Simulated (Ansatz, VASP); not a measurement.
**BeS: VASP beside Ansatz**

```
Be S
1.0
     0.00000    2.45380    2.45380
     2.45380    0.00000    2.45380
     2.45380    2.45380    0.00000
Be S
1 1
Cartesian
  0.0000 0.0000 0.0000
  1.2269 1.2269 1.2269
```

Change from the starting cell: volume scaled by 1.02.

Alike in both runs: task single point; functional PBE; k mesh 12 × 12 × 12; occupations fermi-dirac, width 0.05 eV; no spin polarisation.

|  | VASP | Ansatz |
| --- | --- | --- |
| version | VASP 6.6.1 | Ansatz 0.2.0 |
| potentials or method | VASP PAW PBE potentials, release 64 (Be, S), cutoff 520 eV | all-electron LAPW, scalar-relativistic |

|  | VASP | Ansatz | Ansatz less VASP |
| --- | --- | --- | --- |
| gap on the k mesh at the Fermi level (eV) | 3.19 | 3.19 | 0.000 |
| pressure (GPa) | -1.7 | -1.7 | -0.03 |

Ansatz ran all-electron here, and VASP with PAW potentials.
